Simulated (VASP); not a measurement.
A run of VASP 6.6.1 is set up as follows.

Contents of INCAR:

```
SYSTEM = Si4Ru
ALGO = Normal ; EDIFF = 1E-6
ENCUT = 500 ; GGA = PE
GGA_COMPAT = .FALSE. ; ISIF = 2
ISMEAR = 0 ; LASPH = .TRUE.
LCHARG = .FALSE. ; LREAL = .FALSE.
LWAVE = .FALSE. ; NBANDS = 23
NELM = 120 ; PREC = Accurate
SIGMA = 0.2
```

KPOINTS

```
k-points
0
G
  4 4 4
  0 0 0
```

POSCAR

```
Si4Ru
1.0
   -2.7576404476      2.7576404476      2.7576404476
    2.7576404476     -2.7576404476      2.7576404476
    2.7576404476      2.7576404476     -2.7576404476
Si Ru
4 1
Direct
    0.5000000000      0.0000000000      0.0000000000
    0.0000000000      0.5000000000      0.0000000000
    0.0000000000      0.0000000000      0.5000000000
    0.5000000000      0.5000000000      0.5000000000
    0.0000000000      0.0000000000      0.0000000000
```

Potentials or basis: VASP PAW PBE potentials, release 64 (Si, Ru_pv).

The run is started by

```bash
$ cat potpaw_PBE.64/Si/POTCAR potpaw_PBE.64/Ru_pv/POTCAR > POTCAR
$ mpirun -np 1 vasp_std > vasp.out
```

(1) What does it give for the band gap on the k mesh?

(2) Predict the pressure.

Answers

(1) zero (bands 15 and 16 overlap by 0.08 eV).

(2) 0.3 GPa.

Caveat: the k points lie up to 0.40 Å⁻¹ apart.
